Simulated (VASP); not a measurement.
Here is a VASP 6.6.1 calculation.

INCAR

```
SYSTEM = TiAl3
PREC = Accurate ; ENCUT = 520
EDIFF = 1E-6 ; ISMEAR = 0
SIGMA = 0.1 ; LREAL = .False.
LASPH = .True. ; NELM = 80
ALGO = Fast ; ISIF = 2
LWAVE = .False. ; LCHARG = .False.
GGA = PE ; NBANDS = 18
```

The input KPOINTS:

```
regular mesh
0
Gamma
  16 16 16
  0 0 0
```

POSCAR

```
TiAl3
1.0
   -1.9224997561      1.9224997561      4.3105914745
    1.9224997561     -1.9224997561      4.3105914745
    1.9224997561      1.9224997561     -4.3105914745
Ti Al
1 3
Direct
    0.0000000000      0.0000000000      0.0000000000
    0.5000000000      0.5000000000      0.0000000000
    0.7500000000      0.2500000000      0.5000000000
    0.2500000000      0.7500000000      0.5000000000
```

Potentials or basis: VASP PAW PBE potentials, release 64 (Ti_sv, Al).

The run is started by

```bash
$ cat potpaw_PBE.64/Ti_sv/POTCAR potpaw_PBE.64/Al/POTCAR > POTCAR
$ mpirun -np 1 vasp_std > vasp.out
```

Question: Estimate the pressure.

Answer: 0.0 GPa.
